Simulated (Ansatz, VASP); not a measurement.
## One calculation of PbS, two programs

```
CELL_PARAMETERS angstrom
0.00000 2.96500 3.05395
2.96500 0.00000 3.05395
2.96500 2.96500 0.00000
ATOMIC_POSITIONS crystal
Pb 0.00000 0.00000 0.00000
S 0.50000 0.50000 0.50000
```

Change from the starting cell: strain +0.000 along x and y, +0.030 along z, atoms carried along.

Alike in both runs: task single point; functional PBE; k mesh 10 × 10 × 10; occupations gaussian, width 0.03 eV; no spin polarisation.

```csv
,VASP,Ansatz
version,VASP 6.6.1,Ansatz 0.2.0
potentials or method,"VASP PAW PBE potentials, release 64 (Pb_d, S), cutoff 520 eV","scalar-relativistic, plane waves, PAW"
valence electrons in the cell,20,20
```

|  | VASP | Ansatz | Ansatz less VASP |
| --- | --- | --- | --- |
| gap on the k mesh at the Fermi level (eV) | 0.44 | 0.44 | -0.007 |
| least direct gap on the mesh (eV) | 0.44 | 0.44 | -0.007 |
| pressure (GPa) | 0.6 | 0.7 | +0.07 |
| traceless stress, the component that is largest in VASP (GPa) | -2.12 | -2.12 | +0.003 |

Neither program's run includes spin-orbit coupling.
